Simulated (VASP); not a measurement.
# W (P6_3/mmc) in VASP: notebook

W is run at these levels: PBEsol; tasks: relaxation of cell and atoms, single point.

Program: VASP 6.6.1. These are calculated values, not measurements. Logs are shortened: lines on timing, memory, paths and dates and some standing lists are left out, and cuts for length are marked.

## Step 1: The cell of the first run

It takes space group P6_3/mmc (No. 194, hexagonal). The conventional cell has a = 2.752 Å, b = 2.752 Å, c = 4.917 Å, α = 90.00°, β = 90.00°, γ = 120.00°. W (site symmetry -6m2) has 12 W at 2.75 to 2.93 Å within 3.6 Å.

This isn't the form of W at room conditions, which is bcc.

## Step 2: Relaxation of cell and atoms, PBEsol

Contents of INCAR:

```
  ALGO = Normal
  EDIFF = 1E-6
  EDIFFG = -0.04
  ENCUT = 600
  GGA = PS
  IBRION = 2
  ISIF = 3
  ISMEAR = 0
  LASPH = True
  LCHARG = False
  LREAL = False
  LWAVE = False
  NELM = 80
  NSW = 90
  PREC = Accurate
  SIGMA = 0.1
```

Contents of KPOINTS:

```
k-points
0
Gamma
  9 9 4
```

Contents of POSCAR:

```
W
1.0
    2.7519163835      0.0000000000      0.0000000000
   -1.3759581918      2.3832294972      0.0000000000
    0.0000000000      0.0000000000      4.9168520391
W
2
Direct
    0.3333333333      0.6666666667      0.2500000000
    0.6666666667      0.3333333333      0.7500000000
```

Potentials or basis: VASP PAW PBE potentials, release 64 (W_sv).

Started as:

```console
$ cat potpaw_PBE.64/W_sv/POTCAR > POTCAR
$ mpirun -np 1 vasp_std > vasp.out
```

OUTCAR:

```text
EDIFF = 1E-6
   EDIFFG = -0.04
   ENCUT = 600
   GGA = PS
   IBRION = 2
   ISIF = 3
   ISMEAR = 0
   LASPH = True
   LREAL = False
   NELM = 80
   NSW = 90
   PREC = Accurate

 ion  position               nearest neighbor table
   1  0.333  0.667  0.250-   2 2.93   2 2.93   2 2.93   2 2.93   2 2.93   2 2.93
   2  0.667  0.333  0.750-   1 2.93   1 2.93   1 2.93   1 2.93   1 2.93   1 2.93

  LATTYP: Found a hexagonal cell.
 ALAT       =     2.7519163835
 C/A-ratio  =     1.7867011035

  Lattice vectors:

 A1 = (   2.7519163835,   0.0000000000,   0.0000000000)
 A2 = (  -1.3759581918,   2.3832294972,   0.0000000000)
 A3 = (   0.0000000000,   0.0000000000,   4.9168520391)

Analysis of symmetry for initial positions (statically):
=====================================================================
 Subroutine PRICEL returns:
 Original cell was already a primitive cell.

 Routine SETGRP: Setting up the symmetry group for a
 hexagonal supercell.

 Subroutine GETGRP returns: Found 24 space group operations
 (whereof 12 operations were pure point group operations)
 out of a pool of 24 trial point group operations.

The static configuration has the point symmetry D_3d.
 The point group associated with its full space group is D_6h.

Analysis of symmetry for dynamics (positions and initial velocities):
=====================================================================
 Subroutine PRICEL returns:
 Original cell was already a primitive cell.

 Routine SETGRP: Setting up the symmetry group for a
 hexagonal supercell.

 Subroutine GETGRP returns: Found 24 space group operations
 (whereof 12 operations were pure point group operations)
 out of a pool of 24 trial point group operations.

The dynamic configuration has the point symmetry D_3d.
 The point group associated with its full space group is D_6h.

 Subroutine INISYM returns: Found 24 space group operations
 (whereof 12 operations are pure point group operations),
 and found     1 'primitive' translations

----------------------------------------------------------------------------------------

                                     Primitive cell

  volume of cell :      32.2469

  direct lattice vectors                    reciprocal lattice vectors
     2.751916383  0.000000000  0.000000000     0.363383134  0.209799350  0.000000000
[... 95 lines left out ...]
   TEBEG  =    0.0;   TEEND  =   0.0 temperature during run
   PSTRESS=    0.0 pullay stress
   NELECT =      28.0000    total number of electrons
   NUPDOWN=      -1.0000    fix difference up-down
   EMIN   =  10.00;   EMAX   =-10.00  energy-range for DOS
   EFERMI =   0.00;   METHOD = LEGACY
   ISMEAR =     0;   SIGMA  =   0.10  broadening in eV -4-tet -1-fermi 0-gaus
   EFERMI_NEDOS =   21; number of points for ismear=-14 and -15
   IALGO  =     38    algorithm
   IMIX   =      4    mixing-type and parameters
     AMIX     =   0.40;   BMIX     =  1.00
     AMIX_MAG =   1.60;   BMIX_MAG =  1.00
  volume/ion in A,a.u.               =      16.12       108.81
  Fermi-wavevector in a.u.,A,eV,Ry     =   1.561822  2.951415 33.188511  2.439287
  Thomas-Fermi vector in A             =   2.664831
   LORBIT       =      0    0 simple, 1 ext, 2 COOP (PROOUT), +10 PAW based schemes
   GGA     = PS    functional components
   LHFCALC =     F    Hartree Fock is set to
   AEXX    =    0.0000 exact exchange contribution
   IVDW    =     0    specifies the selected vdW correction
   LEPSILON=     F    determine dielectric tensor
   LRPA    =     F    only Hartree local field effects (RPA)
 conjugate gradient relaxation of ions
 non-spin polarized calculation
 Gauss-broadening in eV      SIGMA  =   0.10
  energy-cutoff  :      600.00
  volume of cell :       32.25
 maximum number of plane-waves:      1100
 NGX is ok and might be reduce to    24
   NGX = 11   NGY = 11   NGZ = 19

--------------------------------------- Ionic step        1  -------------------------------------------

 number of electron      28.0000000 magnetization

 Free energy of the ion-electron system (eV)
  ---------------------------------------------------
  ext. energy  EPLUGINS =         0.00000000
  ---------------------------------------------------
  free energy    TOTEN  =       -26.58331823 eV

  energy without entropy =      -26.56957670  energy(sigma->0) =      -26.57644747

------------------------ aborting loop because EDIFF is reached ----------------------------------------

  FORCE on cell =-STRESS in cart. coord.  units (eV):
  Direction    XX          YY          ZZ          XY          YZ          ZX
  --------------------------------------------------------------------------------------
  -------------------------------------------------------------------------------------
  Total        0.1903271      0.1903271     -0.3579582     -0.0000000      0.0000000      0.0000000
  in kB        9.4563353      9.4563353    -17.7850343     -0.0000000      0.0000000      0.0000000
  external PRESSURE =       0.3758788 kB  Pullay stress =       0.0000000 kB
[... 59 lines left out ...]
--------------------------------------- Ionic step        3  -------------------------------------------

 number of electron      27.9999999 magnetization

 Free energy of the ion-electron system (eV)
  ---------------------------------------------------
  ext. energy  EPLUGINS =         0.00000000
  ---------------------------------------------------
  free energy    TOTEN  =       -26.58453328 eV

  energy without entropy =      -26.57086501  energy(sigma->0) =      -26.57769915

 E-fermi :  10.5848     XC(G=0): -13.6488

 val. band max:       10.5706299273   @ k =   0.1111  -0.0000   0.2500
 cond. band min:      10.6216305217   @ k =   0.4444   0.1111   0.5000
 fundamental gap:      0.0510005944
 Fermi energy:        10.5848034319

 k-point     1 :       0.0000    0.0000    0.0000
  band No.  band energies     occupation
      1     -63.0603      2.00000
      2     -62.9812      2.00000
      3     -27.8125      2.00000
      4     -26.8254      2.00000
      5     -26.6618      2.00000
      6     -26.6617      2.00000
[... 481 lines left out ...]
      5     -27.5357      2.00000
      6     -27.3659      2.00000
[... 10 lines left out ...]
     17      14.5926      0.00000
     18      14.5926      0.00000

 [... further k-points ...]

------------------------ aborting loop because EDIFF is reached ----------------------------------------

  FORCE on cell =-STRESS in cart. coord.  units (eV):
  Direction    XX          YY          ZZ          XY          YZ          ZX
  --------------------------------------------------------------------------------------
  -------------------------------------------------------------------------------------
  Total       -0.0549985     -0.0549985     -0.0592924      0.0000000      0.0000000      0.0000000
  in kB       -2.7318790     -2.7318790     -2.9451670      0.0000000      0.0000000      0.0000000
  external PRESSURE =      -2.8029750 kB  Pullay stress =       0.0000000 kB
[... 17 lines left out ...]
  FREE ENERGIE OF THE ION-ELECTRON SYSTEM (eV)
  ---------------------------------------------------
  free  energy   TOTEN  =       -26.5845332844 eV

  energy  without entropy=      -26.5708650078  energy(sigma->0) =      -26.57769915

 reached required accuracy - stopping structural energy minimisation
```

CONTCAR:

```text
W
   1.00000000000000
     2.7581829881529947   -0.0000000000001315    0.0000000000000000
    -1.3790914941267252    2.3886565360250223    0.0000000000000000
     0.0000000000000000    0.0000000000000000    4.8957940913517888
  W
     2
Direct
     0.3333333332999970    0.6666666667000030    0.2500000000000000
     0.6666666667000030    0.3333333332999970    0.7500000000000000

  0.00000000E+00  0.00000000E+00  0.00000000E+00
  0.00000000E+00  0.00000000E+00  0.00000000E+00
```

Wall time 52 s (1 thread of Intel Xeon 8259CL, shared host); peak memory 0.18 GiB.

What came out:

* Free energy: -26.5845 eV
* Relaxed volume: 16.13 Å³/atom
* Relaxed cell: a = 2.758 Å, b = 2.758 Å, c = 4.896 Å, α = 90.00°, β = 90.00°, γ = 120.00°
* Space group after relaxing (to 0.1 Å): P6_3/mmc (No. 194)
* Energy gained by relaxing: 0.6 meV/atom
* Ionic steps: 3
* Pressure after relaxing: -0.3 GPa
* Band gap on the k mesh: zero (bands 14 and 15 overlap by 1.57 eV)

The path:
```tsv
step	energy change (eV)	largest force (eV/Å)	pressure (GPa)	volume (Å³)
1	0.0000	0.0000	0.04	32.25
2	0.0001	0.0000	-0.63	32.26
3	-0.0012	0.0000	-0.28	32.26
```

Final structure:
```xyz
2
Lattice="2.7582 0.0000 0.0000 -1.3791 2.3887 0.0000 0.0000 0.0000 4.8958" Properties=species:S:1:pos:R:3 pbc="T T T"
W     0.0000    1.5924    1.2239
W     1.3791    0.7962    3.6718
```

Levels at points of the mesh, in eV from the Fermi level:
| k point | band 10 | band 11 | band 12 | band 13 | band 14 | band 15 | band 16 | band 17 | band 18 |
| --- | --- | --- | --- | --- | --- | --- | --- | --- | --- |
| (0.00, 0.00, 0.00) | -5.92 | -1.63 | -0.41 | -0.41 | -0.13 | 0.19 | 0.19 | 2.07 | 2.07 |
| (0.00, 0.00, 0.50) | -7.13 | -2.08 | -2.08 | -0.36 | -0.36 | -0.36 | -0.36 | 3.65 | 3.65 |

Caveat: the PAW data sets were made with another functional, which shifts forces and pressure a little; spin-orbit coupling is left out, which moves the levels of the heavy elements.

## Step 3: Single point, PBEsol

This run uses another cell than the first one, of 16.04 Å³/atom.

Contents of INCAR:

```
  ALGO = Fast
  EDIFF = 1E-6
  ENCUT = 520
  GGA = PS
  ISIF = 2
  ISMEAR = 0
  LASPH = True
  LCHARG = False
  LREAL = False
  LWAVE = False
  NBANDS = 21
  NELM = 100
  PREC = Accurate
  SIGMA = 0.1
```

Contents of KPOINTS:

```
k-points
0
Gamma
  24 24 12
```

Contents of POSCAR:

```
W
1.0
    2.7515441602      0.0000000000      0.0000000000
   -1.3757720801      2.3829071424      0.0000000000
    0.0000000000      0.0000000000      4.8939000990
W
2
Direct
    0.3333333333      0.6666666667      0.2500000000
    0.6666666667      0.3333333333      0.7500000000
```

Potentials or basis: VASP PAW PBE potentials, release 64 (W_sv).

Started as:

```console
$ cat potpaw_PBE.64/W_sv/POTCAR > POTCAR
$ mpirun -np 1 vasp_std > vasp.out
```

It took 5 min on 1 thread of Intel Xeon 8259CL, shared host; peak memory 0.32 GiB.

Results (log left out):

```
Free energy            : -26.5889 eV
Pressure               : 0.6 GPa
Band gap on the k mesh : zero (bands 14 and 15 overlap by 1.82 eV)
```

Stress tensor (GPa, compression positive):
```
0.70 0.00 0.00
0.00 0.70 0.00
0.00 0.00 0.49
```

Levels at points of the mesh, in eV from the Fermi level:
```csv
k point,band 12,band 13,band 14,band 15,band 16,band 17
"(0.00, 0.00, 0.00)",-0.46,-0.46,-0.21,0.14,0.14,2.05
"(0.50, 0.00, 0.00)",-1.30,-0.87,-0.36,-0.21,4.84,5.86
"(0.00, 0.00, 0.50)",-2.17,-0.42,-0.42,-0.42,-0.42,3.62
"(0.50, 0.00, 0.50)",-3.55,1.34,1.34,1.71,1.71,5.20
```

Caveat: the PAW data sets were made with another functional, which shifts forces and pressure a little; spin-orbit coupling is left out, which moves the levels of the heavy elements.

The gap in the log of VASP goes by the Fermi energy; the results here count the filled bands.